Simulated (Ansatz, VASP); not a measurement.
**One calculation of HgTe, two programs**

INCAR

```
ALGO = Normal
EDIFF = 1E-8
ENCUT = 520
GGA = PE
ISIF = 2
ISMEAR = -1
LASPH = True
LCHARG = False
LEFG = True
LREAL = False
LWAVE = False
NBANDS = 16
NELM = 80
PREC = Accurate
SIGMA = 0.08
```

KPOINTS

```
k-points
0
Gamma
  10 10 10
```

The input POSCAR:

```
HgTe
1.0
   -0.0292150000      2.9068925000      2.9068925000
    2.9068925000     -0.0292150000      2.9068925000
    2.9068925000      2.9068925000     -0.0292150000
Hg Te
1 1
Direct
    0.0000000000      0.0000000000      0.0000000000
    0.5000000000      0.5000000000      0.5000000000
```

Input for Ansatz:

```yaml
crystal:
  lattice:
    - [-0.029215, 2.9068925, 2.9068925]
    - [2.9068925, -0.029215, 2.9068925]
    - [2.9068925, 2.9068925, -0.029215]
  atoms:
    - { symbol: Hg, position: [0.0, 0.0, 0.0] }
    - { symbol: Te, position: [0.5, 0.5, 0.5] }
kpoints:
  mp_grid: { grid: [10, 10, 10] }
scf:
  occupations: { method: fermi_dirac, width: 0.08 }
hamiltonian:
  xc: pbe
  pseudopotentials: { kind: all_electron, datasets: crystal }
output:
  forces: true
  stress: true
  eigenvalues: true
  efg: { contact_densities: true }
```

Change from the starting cell: equal xy, yz and zx shear strains of -1 %, crystal datasets.

Alike in both runs: task electric field gradients; functional PBE; k mesh 10 × 10 × 10; occupations fermi-dirac, width 0.08 eV; no spin polarisation.

|  | VASP | Ansatz |
| --- | --- | --- |
| version | VASP 6.6.1 | Ansatz 0.2.0 |
| potentials or method | VASP PAW PBE potentials, release 64 (Hg, Te), cutoff 520 eV | all-electron PAW with datasets made for the crystal, scalar-relativistic |

VASP gave:

```
pressure (GPa)                                                : 10.6
traceless stress, the component that is largest in VASP (GPa) : 0.16
size of Vzz on the site where it differs most (V/Å²)          : 7.8
```

Which values does Ansatz return?

Pressure (GPa): 10.4; traceless stress, the component that is largest in VASP (GPa): 0.16; size of Vzz on the site where it differs most (V/Å²): 6.3.

Ansatz ran all-electron here, and VASP with PAW potentials.

Neither program's run includes spin-orbit coupling.
